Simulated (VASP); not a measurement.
A run of VASP 6.6.1 is set up as follows.

INCAR

```
SYSTEM = Ga
  PREC = Accurate
  ENCUT = 520
  EDIFF = 1E-6
  ISMEAR = -1
  SIGMA = 0.05
  LREAL = .FALSE.
  LASPH = .TRUE.
  NELM = 80
  ALGO = Normal
  ISIF = 2
  LWAVE = .FALSE.
  LCHARG = .FALSE.
  GGA = PE
  NBANDS = 12
```

The input KPOINTS:

```
Automatic mesh
0
G
  14 14 14
  0 0 0
```

The input POSCAR:

```
Ga
1.0
    2.7195601599      0.0000000000      0.0000000000
    0.0000000000      2.7195601599      0.0000000000
    0.0000000000      0.0000000000      2.7195601599
Ga
1
Direct
    0.0000000000      0.0000000000      0.0000000000
```

Potentials or basis: VASP PAW PBE potentials, release 64 (Ga_d).

Command:

```sh
$ cat potpaw_PBE.64/Ga_d/POTCAR > POTCAR
$ mpirun -np 1 vasp_std > vasp.out
```

**Question.** Predict the pressure.

**Answer.** 0.1 GPa.
